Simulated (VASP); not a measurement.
# KBr (Fm-3m) in VASP: notebook

KBr is run at these levels: PBE; tasks: single point.

All numbers are computed with VASP 6.6.1; they aren't measurements. Logs are shortened: lines on timing, memory, paths and dates and some standing lists are left out, and cuts for length are marked.

## (1) The cell of the first run

Symmetry: Fm-3m, No. 225, cubic system. The conventional cell has a = 6.585 Å, b = 6.585 Å, c = 6.585 Å, α = 90.00°, β = 90.00°, γ = 90.00°. K (site symmetry m-3m) has 6 Br at 3.29 Å within 4.3 Å. Within 4.3 Å of Br (site symmetry m-3m) lie 6 K at 3.29 Å.

## (2) Single point, PBE

Contents of INCAR:

```
SYSTEM = KBr
PREC = Accurate
ENCUT = 520
EDIFF = 1E-6
ISMEAR = -1
SIGMA = 0.01
LREAL = .False.
LASPH = .True.
NELM = 60
ALGO = Normal
ISIF = 2
LWAVE = .False.
LCHARG = .False.
GGA = PE
NBANDS = 15
```

Contents of KPOINTS:

```
Automatic mesh
0
Gamma
  6 6 6
  0 0 0
```

Contents of POSCAR:

```
KBr
1.0
    0.0000000000      3.2925000000      3.2925000000
    3.2925000000      0.0000000000      3.2925000000
    3.2925000000      3.2925000000      0.0000000000
K Br
1 1
Direct
    0.0000000000      0.0000000000      0.0000000000
    0.5000000000      0.5000000000      0.5000000000
```

Potentials or basis: VASP PAW PBE potentials, release 64 (K_sv, Br).

Command:

```
> cat potpaw_PBE.64/K_sv/POTCAR potpaw_PBE.64/Br/POTCAR > POTCAR
> mpirun -np 1 vasp_std > vasp.out
```

OUTCAR:

```text
SYSTEM = KBr
   PREC = Accurate
   ENCUT = 520
   EDIFF = 1E-6
   ISMEAR = -1
   LREAL = .False.
   LASPH = .True.
   NELM = 60
   ISIF = 2
   GGA = PE

 ion  position               nearest neighbor table
   1  0.000  0.000  0.000-   2 3.29   2 3.29   2 3.29   2 3.29   2 3.29   2 3.29
   2  0.500  0.500  0.500-   1 3.29   1 3.29   1 3.29   1 3.29   1 3.29   1 3.29

  LATTYP: Found a face centered cubic cell.
 ALAT       =     6.5850000000

  Lattice vectors:

 A1 = (   0.0000000000,   3.2925000000,   3.2925000000)
 A2 = (   3.2925000000,   0.0000000000,   3.2925000000)
 A3 = (   3.2925000000,   3.2925000000,   0.0000000000)

Analysis of symmetry for initial positions (statically):
=====================================================================
 Subroutine PRICEL returns:
 Original cell was already a primitive cell.

 Routine SETGRP: Setting up the symmetry group for a
 face centered cubic supercell.

 Subroutine GETGRP returns: Found 48 space group operations
 (whereof 48 operations were pure point group operations)
 out of a pool of 48 trial point group operations.

The static configuration has the point symmetry O_h .

Analysis of symmetry for dynamics (positions and initial velocities):
=====================================================================
 Subroutine PRICEL returns:
 Original cell was already a primitive cell.

 Routine SETGRP: Setting up the symmetry group for a
 face centered cubic supercell.

 Subroutine GETGRP returns: Found 48 space group operations
 (whereof 48 operations were pure point group operations)
 out of a pool of 48 trial point group operations.

The dynamic configuration has the point symmetry O_h .

 Subroutine INISYM returns: Found 48 space group operations
 (whereof 48 operations are pure point group operations),
 and found     1 'primitive' translations

----------------------------------------------------------------------------------------

                                     Primitive cell

  volume of cell :      71.3851

  direct lattice vectors                    reciprocal lattice vectors
     0.000000000  3.292500000  3.292500000    -0.151860289  0.151860289  0.151860289
     3.292500000  0.000000000  3.292500000     0.151860289 -0.151860289  0.151860289
     3.292500000  3.292500000  0.000000000     0.151860289  0.151860289 -0.151860289

  length of vectors
     4.656298154  4.656298154  4.656298154     0.263029735  0.263029735  0.263029735

  position of ions in fractional coordinates (direct lattice)
     0.000000000  0.000000000  0.000000000
     0.500000000  0.500000000  0.500000000

  ion indices of the primitive-cell ions
   primitive index   ion index
                 1           1
                 2           2

----------------------------------------------------------------------------------------

 KPOINTS: Automatic mesh

Automatic generation of k-mesh.
 Grid dimensions read from file:
 generate k-points for:    6    6    6

 Generating k-lattice:

  Cartesian coordinates                     Fractional coordinates (reciprocal lattice)
    -0.025310048  0.025310048  0.025310048     0.166666667  0.000000000  0.000000000
     0.025310048 -0.025310048  0.025310048     0.000000000  0.166666667  0.000000000
     0.025310048  0.025310048 -0.025310048     0.000000000  0.000000000  0.166666667

  Length of vectors
     0.043838289  0.043838289  0.043838289

  Shift w.r.t. Gamma in fractional coordinates (k-lattice)
     0.000000000  0.000000000  0.000000000

 Subroutine IBZKPT returns following result:
 ===========================================

 Found     16 irreducible k-points:

 Following reciprocal coordinates:
            Coordinates               Weight
  0.000000  0.000000  0.000000      1.000000
  0.166667  0.000000  0.000000      8.000000
  0.333333  0.000000  0.000000      8.000000
  0.500000  0.000000  0.000000      4.000000
  0.166667  0.166667  0.000000      6.000000
  0.333333  0.166667  0.000000     24.000000
[... 8 lines left out ...]
 -0.333333  0.333333  0.166667     24.000000
 -0.333333  0.500000  0.166667     12.000000
   k-points           NKPTS =     16   k-points in BZ     NKDIM =     16   number of bands    NBANDS=     15
   number of dos      NEDOS =    301   number of ions     NIONS =      2
   total plane-waves  NPLWV =  46656
   dimension x,y,z NGX =    36 NGY =   36 NGZ =   36
   dimension x,y,z NGXF=    72 NGYF=   72 NGZF=   72
   ions per type =               1   1
   NGX,Y,Z   is equivalent  to a cutoff of  12.85, 12.85, 12.85 a.u.
   NGXF,Y,Z  is equivalent  to a cutoff of  25.71, 25.71, 25.71 a.u.
 SYSTEM =  KBr
   PREC   = accura    normal or accurate (medium, high low for compatibility)
   ISTART =      0    job   : 0-new  1-cont  2-samecut
   ICHARG =      2    charge: 1-file 2-atom 10-const
   ISPIN  =      1    spin polarized calculation?
   LNONCOLLINEAR =      F non collinear calculations
   LSORBIT =      F    spin-orbit coupling
   LASPH  =      T    aspherical Exc in radial PAW
   ENCUT  =  520.0 eV  38.22 Ry    6.18 a.u.   8.66  8.66  8.66*2*pi/ulx,y,z
   NELM   =     60;   NELMIN=  2; NELMDL= -5     # of ELM steps
   EDIFF  = 0.1E-05   stopping-criterion for ELM
   LREAL  =      F    real-space projection
   EDIFFG = 0.1E-04   stopping-criterion for IOM
   NSW    =      0    number of steps for IOM
   IBRION =     -1    ionic relax: 0-MD 1-quasi-New 2-CG
   NFREE  =      0    steps in history (QN), initial steepest desc. (CG)
   ISIF   =      2    stress and relaxation
   ISYM   =      2    0-nonsym 1-usesym 2-fastsym
   POTIM  = 0.5000    time-step for ionic-motion
   TEBEG  =    0.0;   TEEND  =   0.0 temperature during run
   PSTRESS=    0.0 pullay stress
   NELECT =      16.0000    total number of electrons
   NUPDOWN=      -1.0000    fix difference up-down
   EMIN   =  10.00;   EMAX   =-10.00  energy-range for DOS
   EFERMI =   0.00;   METHOD = LEGACY
   ISMEAR =    -1;   SIGMA  =   0.01  broadening in eV -4-tet -1-fermi 0-gaus
   EFERMI_NEDOS =   21; number of points for ismear=-14 and -15
   IALGO  =     38    algorithm
   IMIX   =      4    mixing-type and parameters
     AMIX     =   0.40;   BMIX     =  1.00
     AMIX_MAG =   1.60;   BMIX_MAG =  1.00
  volume/ion in A,a.u.               =      35.69       240.87
  Fermi-wavevector in a.u.,A,eV,Ry     =   0.994441  1.879221 13.454978  0.988913
  Thomas-Fermi vector in A             =   2.126392
   LORBIT       =      0    0 simple, 1 ext, 2 COOP (PROOUT), +10 PAW based schemes
   GGA     = PE    functional components
   LHFCALC =     F    Hartree Fock is set to
   AEXX    =    0.0000 exact exchange contribution
   IVDW    =     0    specifies the selected vdW correction
   LEPSILON=     F    determine dielectric tensor
   LRPA    =     F    only Hartree local field effects (RPA)
 non-spin polarized calculation
  energy-cutoff  :      520.00
  volume of cell :       71.39
 maximum number of plane-waves:      1948
 NGX is ok and might be reduce to    36
   NGX = 17   NGY = 17   NGZ = 17

 number of electron      15.9999998 magnetization

 Free energy of the ion-electron system (eV)
  ---------------------------------------------------
  ext. energy  EPLUGINS =         0.00000000
  ---------------------------------------------------
  free energy    TOTEN  =        -6.21255185 eV

  energy without entropy =       -6.21255185  energy(sigma->0) =       -6.21255185

 E-fermi :  -1.4437     XC(G=0):  -7.3979

 val. band max:       -1.7134138375   @ k =   0.0000   0.0000   0.0000
 cond. band min:       2.7389393281   @ k =   0.0000   0.0000   0.0000
 fundamental gap:      4.4523531656
 Fermi energy:        -1.4436543441

 k-point     1 :       0.0000    0.0000    0.0000
  band No.  band energies     occupation
      1     -29.4800      2.00000
      2     -14.0140      2.00000
      3     -12.9579      2.00000
      4     -12.9579      2.00000
      5     -12.9579      2.00000
      6      -1.7134      2.00000
      7      -1.7134      2.00000
      8      -1.7134      2.00000
      9       2.7389      0.00000
     10       5.8921      0.00000
     11       5.8921      0.00000
     12       5.8921      0.00000
     13       6.7196      0.00000
     14       6.7196      0.00000
     15       9.9066      0.00000

 k-point     2 :       0.1667    0.0000    0.0000
  band No.  band energies     occupation
      1     -29.4785      2.00000
      2     -14.0658      2.00000
      3     -12.9593      2.00000
      4     -12.9593      2.00000
      5     -12.8882      2.00000
      6      -2.0834      2.00000
      7      -1.8034      2.00000
      8      -1.8034      2.00000
      9       3.3993      0.00000
     10       5.7543      0.00000
     11       6.2188      0.00000
     12       6.2188      0.00000
     13       7.0817      0.00000
     14       7.0817      0.00000
     15      10.7979      0.00000

 k-point     3 :       0.3333    0.0000    0.0000
  band No.  band energies     occupation
      1     -29.4756      2.00000
      2     -14.1545      2.00000
      3     -12.9621      2.00000
      4     -12.9621      2.00000
      5     -12.7629      2.00000
      6      -2.6628      2.00000
      7      -1.9723      2.00000
      8      -1.9723      2.00000
      9       4.5060      0.00000
     10       6.0218      0.00000
     11       7.0930      0.00000
     12       7.0930      0.00000
     13       7.9936      0.00000
     14       7.9936      0.00000
     15       9.8236      0.00000
[... 199 lines left out ...]
 k-point    15 :      -0.3333    0.3333    0.1667
  band No.  band energies     occupation
      1     -29.4729      2.00000
      2     -14.0639      2.00000
      3     -13.0080      2.00000
      4     -12.9945      2.00000
      5     -12.8285      2.00000
      6      -2.5493      2.00000
      7      -2.2470      2.00000
      8      -2.1148      2.00000
      9       5.5055      0.00000
     10       5.8842      0.00000
     11       6.8686      0.00000
     12       7.4726      0.00000
     13       8.6399      0.00000
     14       8.9572      0.00000
     15       9.3587      0.00000

 k-point    16 :      -0.3333    0.5000    0.1667
  band No.  band energies     occupation
      1     -29.4724      2.00000
      2     -13.9898      2.00000
      3     -13.0367      2.00000
      4     -13.0087      2.00000
      5     -12.8918      2.00000
      6      -2.4275      2.00000
      7      -2.1956      2.00000
      8      -2.1660      2.00000
      9       4.8814      0.00000
     10       6.2370      0.00000
     11       6.6005      0.00000
     12       7.5541      0.00000
     13       8.3039      0.00000
     14       9.1023      0.00000
     15       9.6398      0.00000

------------------------ aborting loop because EDIFF is reached ----------------------------------------

  FORCE on cell =-STRESS in cart. coord.  units (eV):
  Direction    XX          YY          ZZ          XY          YZ          ZX
  --------------------------------------------------------------------------------------
  -------------------------------------------------------------------------------------
  Total        0.3895004      0.3895004      0.3895004     -0.0000000      0.0000000     -0.0000000
  in kB        8.7420065      8.7420065      8.7420065     -0.0000000      0.0000000     -0.0000000
  external PRESSURE =       8.7420065 kB  Pullay stress =       0.0000000 kB

 VOLUME and BASIS-vectors are now :
 -----------------------------------------------------------------------------
  energy-cutoff  :      520.00
  volume of cell :       71.39
      direct lattice vectors                 reciprocal lattice vectors
     0.000000000  3.292500000  3.292500000    -0.151860289  0.151860289  0.151860289
     3.292500000  0.000000000  3.292500000     0.151860289 -0.151860289  0.151860289
     3.292500000  3.292500000  0.000000000     0.151860289  0.151860289 -0.151860289

 POSITION                                       TOTAL-FORCE (eV/Angst)
 -----------------------------------------------------------------------------------
      0.00000      0.00000      0.00000        -0.000000      0.000000     -0.000000
      3.29250      3.29250      3.29250         0.000000     -0.000000      0.000000
 -----------------------------------------------------------------------------------
    total drift:                                0.000000      0.000000      0.000000

  FREE ENERGIE OF THE ION-ELECTRON SYSTEM (eV)
  ---------------------------------------------------
  free  energy   TOTEN  =        -6.2125518538 eV

  energy  without entropy=       -6.2125518538  energy(sigma->0) =       -6.21255185
```

Run time: 29 s. Hardware: 1 thread of Intel Xeon 8259CL, shared host; peak memory 0.21 GiB.

What came out:

- Free energy: -6.2126 eV
- Pressure: 0.9 GPa
- Band gap on the k mesh: 4.45 eV

## (3) Single point, PBE

Contents of INCAR:

```
PREC = Accurate ; ENCUT = 520
EDIFF = 1E-7 ; ISMEAR = -1
SIGMA = 0.01 ; LREAL = False
LASPH = True ; NELM = 60
ALGO = Normal ; ISIF = 2
LWAVE = False ; LCHARG = False
GGA = PE ; NBANDS = 15
```

Contents of KPOINTS:

```
Automatic mesh
0
Gamma
  6 6 6
```

POSCAR is that of step 2.

Potentials or basis: VASP PAW PBE potentials, release 64 (K_sv, Br).

Command:

```
> cat potpaw_PBE.64/K_sv/POTCAR potpaw_PBE.64/Br/POTCAR > POTCAR
> mpirun -np 1 vasp_std > vasp.out
```

It took 27 s on 1 thread of Intel Xeon 8259CL, shared host; peak memory 0.21 GiB.

The run converged. Its results:

```
Free energy            : -6.2126 eV
Pressure               : 0.9 GPa
Band gap on the k mesh : 4.45 eV
```

Levels at points of the mesh, in eV from the valence-band top:
```tsv
k point	band 5	band 6	band 7	band 8	band 9	band 10	band 11	band 12
(0.00, 0.00, 0.00)	-11.24	0.00	0.00	0.00	4.45	7.61	7.61	7.61
(0.50, 0.00, 0.00)	-10.99	-1.19	-0.34	-0.34	6.61	8.26	9.78	9.78
(0.50, 0.50, 0.00)	-11.28	-0.82	-0.29	-0.29	5.86	7.22	9.38	9.55
```

PBE gaps usually lie below the measured ones, often by a third to a half.
